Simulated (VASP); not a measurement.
# C (I4_122) in VASP: density of states with PBE

Aim: the density of states of C with PBE.

All numbers are computed with VASP 6.6.1; they aren't measurements. Logs are shortened: lines on timing, memory, paths and dates and some standing lists are left out, and cuts for length are marked.

### 1 The cell of the first run

The structure is tetragonal, space group I4_122 (No. 98). The conventional cell has a = 6.323 Å, b = 6.323 Å, c = 3.334 Å, α = 90.00°, β = 90.00°, γ = 90.00°. C (site symmetry 2) has 3 C at 1.35 to 1.48 Å within 1.8 Å. C (site symmetry 2) has 4 C at 1.48 to 1.81 Å within 2.0 Å.

### 2 Density of states, PBE

File POSCAR:

```
C
1.0
   -3.1615108999      3.1615108999      1.6670641747
    3.1615108999     -3.1615108999      1.6670641747
    3.1615108999      3.1615108999     -1.6670641747
C
8
Direct
    0.7975716935      0.7975716935      0.0000000000
    0.5475716935      0.0475716935      0.5000000000
    0.6228357629      0.6228357629      0.2456715259
    0.3771642371      0.3771642371      0.7543284741
    0.3728357629      0.6271642371      0.5000000000
    0.1271642371      0.8728357629      0.5000000000
    0.2024283065      0.2024283065      0.0000000000
    0.9524283065      0.4524283065      0.5000000000
```

File INCAR.step1:

```
ALGO = Normal ; EDIFF = 1E-6
ENCUT = 520 ; GGA = PE
ISIF = 2 ; ISMEAR = 0
LASPH = True ; LCHARG = True
LREAL = False ; LWAVE = False
NBANDS = 26 ; NELM = 100
PREC = Accurate ; SIGMA = 0.1
```

File KPOINTS.step1:

```
k-points
0
Gamma
  12 12 12
```

File INCAR.step2:

```
ALGO = Normal ; EDIFF = 1E-6
ENCUT = 520 ; GGA = PE
ICHARG = 11 ; ISIF = 2
ISMEAR = -5 ; LASPH = True
LCHARG = False ; LORBIT = 10
LREAL = False ; LWAVE = False
NBANDS = 26 ; NEDOS = 2001
NELM = 100 ; PREC = Accurate
SIGMA = 0.1
```

File KPOINTS.step2:

```
k-points
0
Gamma
  18 18 18
```

Potentials or basis: VASP PAW PBE potentials, release 64 (C).

The run is started by

```sh
> cat potpaw_PBE.64/C/POTCAR > POTCAR
> cp INCAR.step1 INCAR
> cp KPOINTS.step1 KPOINTS
> mpirun -np 1 vasp_std > vasp.out
> cp INCAR.step2 INCAR
> cp KPOINTS.step2 KPOINTS
> mpirun -np 1 vasp_std > vasp.out
```

OUTCAR:

```text
EDIFF = 1E-6
   ENCUT = 520
   GGA = PE
   ICHARG = 11
   ISIF = 2
   ISMEAR = -5
   LASPH = True
   LORBIT = 10
   LREAL = False
   NELM = 100
   PREC = Accurate

 ion  position               nearest neighbor table
   1  0.798  0.798  0.000-   7 1.35   4 1.48   3 1.48   7 1.98
   2  0.548  0.048  0.500-   8 1.35   6 1.48   5 1.48   8 1.98
   3  0.623  0.623  0.246-   7 1.48   1 1.48   5 1.81   6 1.81
   4  0.377  0.377  0.754-   1 1.48   7 1.48   5 1.81   6 1.81
   5  0.373  0.627  0.500-   2 1.48   8 1.48   4 1.81   3 1.81
   6  0.127  0.873  0.500-   2 1.48   8 1.48   4 1.81   3 1.81
   7  0.202  0.202  0.000-   1 1.35   3 1.48   4 1.48   1 1.98
   8  0.952  0.452  0.500-   2 1.35   5 1.48   6 1.48   2 1.98

  LATTYP: Found a body centered tetragonal cell.
 ALAT       =     6.3230217998
 C/A-ratio  =     0.5272998346

  Lattice vectors:

 A1 = (  -3.1615108999,   3.1615108999,   1.6670641747)
 A2 = (   3.1615108999,  -3.1615108999,   1.6670641747)
 A3 = (   3.1615108999,   3.1615108999,  -1.6670641747)

Analysis of symmetry for initial positions (statically):
=====================================================================
 Subroutine PRICEL returns:
 Original cell was already a primitive cell.

 Routine SETGRP: Setting up the symmetry group for a
 body centered tetragonal supercell.

 Subroutine GETGRP returns: Found  8 space group operations
 (whereof  4 operations were pure point group operations)
 out of a pool of 16 trial point group operations.

The static configuration has the point symmetry D_2 .
 The point group associated with its full space group is D_4 .

Analysis of symmetry for dynamics (positions and initial velocities):
=====================================================================
 Subroutine PRICEL returns:
 Original cell was already a primitive cell.

 Routine SETGRP: Setting up the symmetry group for a
 body centered tetragonal supercell.

 Subroutine GETGRP returns: Found  8 space group operations
 (whereof  4 operations were pure point group operations)
 out of a pool of 16 trial point group operations.

The dynamic configuration has the point symmetry D_2 .
 The point group associated with its full space group is D_4 .

 Subroutine INISYM returns: Found  8 space group operations
 (whereof  4 operations are pure point group operations),
 and found     1 'primitive' translations

----------------------------------------------------------------------------------------

                                     Primitive cell

  volume of cell :      66.6502

  direct lattice vectors                    reciprocal lattice vectors
    -3.161510900  3.161510900  1.667064175     0.000000000  0.158152230  0.299928466
     3.161510900 -3.161510900  1.667064175     0.158152230  0.000000000  0.299928466
     3.161510900  3.161510900 -1.667064175     0.158152230  0.158152230  0.000000000

  length of vectors
     4.771729802  4.771729802  4.771729802     0.339071102  0.339071102  0.223661029

  position of ions in fractional coordinates (direct lattice)
     0.797571693  0.797571693  0.000000000
     0.547571693  0.047571693  0.500000000
     0.622835763  0.622835763  0.245671526
     0.377164237  0.377164237  0.754328474
     0.372835763  0.627164237  0.500000000
     0.127164237  0.872835763  0.500000000
     0.202428307  0.202428307  0.000000000
     0.952428307  0.452428307  0.500000000

  ion indices of the primitive-cell ions
   primitive index   ion index
                 1           1
                 2           2
                 3           3
                 4           4
                 5           5
                 6           6
                 7           7
                 8           8

----------------------------------------------------------------------------------------

 KPOINTS: k-points

Automatic generation of k-mesh.
 Grid dimensions read from file:
 generate k-points for:   18   18   18

 Generating k-lattice:

  Cartesian coordinates                     Fractional coordinates (reciprocal lattice)
     0.000000000  0.008786235  0.016662693     0.055555556 -0.000000000  0.000000000
     0.008786235  0.000000000  0.016662693    -0.000000000  0.055555556  0.000000000
     0.008786235  0.008786235  0.000000000     0.000000000  0.000000000  0.055555556

  Length of vectors
     0.018837283  0.018837283  0.012425613

  Shift w.r.t. Gamma in fractional coordinates (k-lattice)
     0.000000000  0.000000000  0.000000000

 TETIRR: Found  14167 inequivalent tetrahedra from    34992

 Subroutine IBZKPT returns following result:
 ===========================================

 Found    480 irreducible k-points:

 Following reciprocal coordinates:
            Coordinates               Weight
  0.000000  0.000000  0.000000      1.000000
  0.055556  0.000000 -0.000000      8.000000
  0.111111  0.000000 -0.000000      8.000000
  0.166667  0.000000 -0.000000      8.000000
  0.222222  0.000000 -0.000000      8.000000
  0.277778  0.000000 -0.000000      8.000000
[... 16 lines left out ...]
 -0.277778  0.055556  0.000000     16.000000
 -0.222222  0.055556  0.000000     16.000000
 [... further k-points ...]
   k-points           NKPTS =    480   k-points in BZ     NKDIM =    480   number of bands    NBANDS=     26
   number of dos      NEDOS =   2001   number of ions     NIONS =      8
   total plane-waves  NPLWV =  46656
   dimension x,y,z NGX =    36 NGY =   36 NGZ =   36
   dimension x,y,z NGXF=    72 NGYF=   72 NGZF=   72
   ions per type =               8
   NGX,Y,Z   is equivalent  to a cutoff of  12.54, 12.54, 12.54 a.u.
   NGXF,Y,Z  is equivalent  to a cutoff of  25.08, 25.08, 25.08 a.u.
 SYSTEM =  unknown system
   PREC   = accura    normal or accurate (medium, high low for compatibility)
   ISTART =      0    job   : 0-new  1-cont  2-samecut
   ICHARG =     11    charge: 1-file 2-atom 10-const
   ISPIN  =      1    spin polarized calculation?
   LNONCOLLINEAR =      F non collinear calculations
   LSORBIT =      F    spin-orbit coupling
   LASPH  =      T    aspherical Exc in radial PAW
   ENCUT  =  520.0 eV  38.22 Ry    6.18 a.u.   8.87  8.87  8.87*2*pi/ulx,y,z
   NELM   =    100;   NELMIN=  2; NELMDL=  0     # of ELM steps
   EDIFF  = 0.1E-05   stopping-criterion for ELM
   LREAL  =      F    real-space projection
   EDIFFG = 0.1E-04   stopping-criterion for IOM
   NSW    =      0    number of steps for IOM
   IBRION =     -1    ionic relax: 0-MD 1-quasi-New 2-CG
   NFREE  =      0    steps in history (QN), initial steepest desc. (CG)
   ISIF   =      2    stress and relaxation
   ISYM   =      2    0-nonsym 1-usesym 2-fastsym
   POTIM  = 0.5000    time-step for ionic-motion
   TEBEG  =    0.0;   TEEND  =   0.0 temperature during run
   PSTRESS=    0.0 pullay stress
   NELECT =      32.0000    total number of electrons
   NUPDOWN=      -1.0000    fix difference up-down
   EMIN   =  10.00;   EMAX   =-10.00  energy-range for DOS
   EFERMI =   0.00;   METHOD = LEGACY
   ISMEAR =    -5;   SIGMA  =   0.10  broadening in eV -4-tet -1-fermi 0-gaus
   EFERMI_NEDOS =   21; number of points for ismear=-14 and -15
   IALGO  =     38    algorithm
   IMIX   =      4    mixing-type and parameters
     AMIX     =   0.40;   BMIX     =  1.00
     AMIX_MAG =   1.60;   BMIX_MAG =  1.00
  volume/ion in A,a.u.               =       8.33        56.22
  Fermi-wavevector in a.u.,A,eV,Ry     =   1.281910  2.422459 22.358368  1.643294
  Thomas-Fermi vector in A             =   2.414253
   LORBIT       =     10    0 simple, 1 ext, 2 COOP (PROOUT), +10 PAW based schemes
   GGA     = PE    functional components
   LHFCALC =     F    Hartree Fock is set to
   AEXX    =    0.0000 exact exchange contribution
   IVDW    =     0    specifies the selected vdW correction
   LEPSILON=     F    determine dielectric tensor
   LRPA    =     F    only Hartree local field effects (RPA)
 non-spin polarized calculation
 Fermi weights with tetrahedron method with Bloechl corrections
  energy-cutoff  :      520.00
  volume of cell :       66.65
 maximum number of plane-waves:      1834

 number of electron      32.0000002 magnetization

 Free energy of the ion-electron system (eV)
  ---------------------------------------------------
  ext. energy  EPLUGINS =         0.00000000
  ---------------------------------------------------
  free energy    TOTEN  =       -62.96346549 eV

  energy without entropy =      -62.96346549  energy(sigma->0) =      -62.96346549

 E-fermi :   5.6333     XC(G=0): -10.7731

 val. band max:        5.6284147728   @ k =   0.2778   0.1111   0.0556
 cond. band min:       5.6012422876   @ k =   0.3889   0.2778   0.0000
 fundamental gap:     -0.0271724852
 Fermi energy:         5.6333090963

 k-point     1 :       0.0000    0.0000    0.0000
  band No.  band energies     occupation
      1     -14.6326      2.00000
      2     -12.5930      2.00000
      3      -7.3723      2.00000
      4      -7.3723      2.00000
      5      -5.5795      2.00000
      6      -5.5389      2.00000
[... 18 lines left out ...]
     25      12.5426      0.00000
     26      14.3004      0.00000

 k-point     2 :       0.0556    0.0000   -0.0000
  band No.  band energies     occupation
      1     -14.5997      2.00000
      2     -12.5797      2.00000
      3      -7.4309      2.00000
      4      -7.2936      2.00000
      5      -5.7796      2.00000
      6      -5.7679      2.00000
[... 630 lines left out ...]
 k-point    24 :      -0.2222    0.0556    0.0000
  band No.  band energies     occupation
      1     -14.2941      2.00000
      2     -12.5377      2.00000
      3      -7.7637      2.00000
      4      -7.0478      2.00000
      5      -6.9144      2.00000
      6      -6.7192      2.00000
[... 18 lines left out ...]
     25      13.7694      0.00000
     26      15.0008      0.00000

 [... further k-points ...]

------------------------ aborting loop because EDIFF is reached ----------------------------------------

  FORCE on cell =-STRESS in cart. coord.  units (eV):
  Direction    XX          YY          ZZ          XY          YZ          ZX
  --------------------------------------------------------------------------------------
  -------------------------------------------------------------------------------------
  Total        0.1525078      0.1525078      0.2589353     -0.0000000      0.0000000      0.0000000
  in kB        3.6660715      3.6660715      6.2244386     -0.0000000      0.0000000      0.0000000
  external PRESSURE =       4.5188606 kB  Pullay stress =       0.0000000 kB

 VOLUME and BASIS-vectors are now :
 -----------------------------------------------------------------------------
  energy-cutoff  :      520.00
  volume of cell :       66.65
      direct lattice vectors                 reciprocal lattice vectors
    -3.161510900  3.161510900  1.667064175     0.000000000  0.158152230  0.299928466
     3.161510900 -3.161510900  1.667064175     0.158152230  0.000000000  0.299928466
     3.161510900  3.161510900 -1.667064175     0.158152230  0.158152230  0.000000000

 POSITION                                       TOTAL-FORCE (eV/Angst)
 -----------------------------------------------------------------------------------
      0.00000      0.00000      2.65921        -0.000000      0.000000      0.038972
      0.00000      3.16151      0.15861         0.000000     -0.000000      0.038972
      0.77669      0.77669      1.66706         0.069127      0.069127      0.000000
      2.38482      2.38482      0.00000        -0.069127     -0.069127     -0.000000
      2.38482      0.77669      0.83353        -0.069127      0.069127     -0.000000
      3.93820     -0.77669      0.83353         0.069127     -0.069127     -0.000000
      0.00000      0.00000      0.67492        -0.000000      0.000000     -0.038972
     -0.00000      3.16151      1.50845         0.000000     -0.000000     -0.038972
 -----------------------------------------------------------------------------------
    total drift:                               -0.000000      0.000000     -0.000000

  FREE ENERGIE OF THE ION-ELECTRON SYSTEM (eV)
  ---------------------------------------------------
  free  energy   TOTEN  =       -62.9634654875 eV

  energy  without entropy=      -62.9634654875  energy(sigma->0) =      -62.96346549

 total charge

# of ion       s       p       d       tot
------------------------------------------
    1        0.879   1.754   0.000   2.633
    2        0.879   1.754   0.000   2.633
    3        0.834   1.581   0.000   2.415
    4        0.834   1.581   0.000   2.415
    5        0.834   1.581   0.000   2.415
    6        0.834   1.581   0.000   2.415
    7        0.879   1.754   0.000   2.633
    8        0.879   1.754   0.000   2.633
--------------------------------------------------
tot          6.851  13.341   0.000  20.192
```

Run time: 11 min. Hardware: 1 thread of Intel Xeon Platinum 8259CL at 2.50GHz (Skylake/Cascade Lake), shared host; peak memory 0.63 GiB.

Results:

```
Valence electrons inside the program's atomic spheres : C 2.63, 2.42
```

Levels at points of the mesh, in eV from the Fermi level:
```
           k point  band 14  band 15  band 16  band 17  band 18  band 19
(0.00, 0.00, 0.00)    -3.68    -0.18    -0.18     2.88     2.88     4.14
(0.50, 0.00, 0.00)    -3.15    -2.30    -2.24    -0.52     1.61     2.82
(0.50, 0.50, 0.00)    -2.43    -2.01     0.34     1.65     3.36     4.23
(0.50, 0.50, 0.50)    -4.98    -3.99     2.10     2.10     2.20     2.66
```

Caveat: tetrahedron occupations give inexact forces and stress in metals.
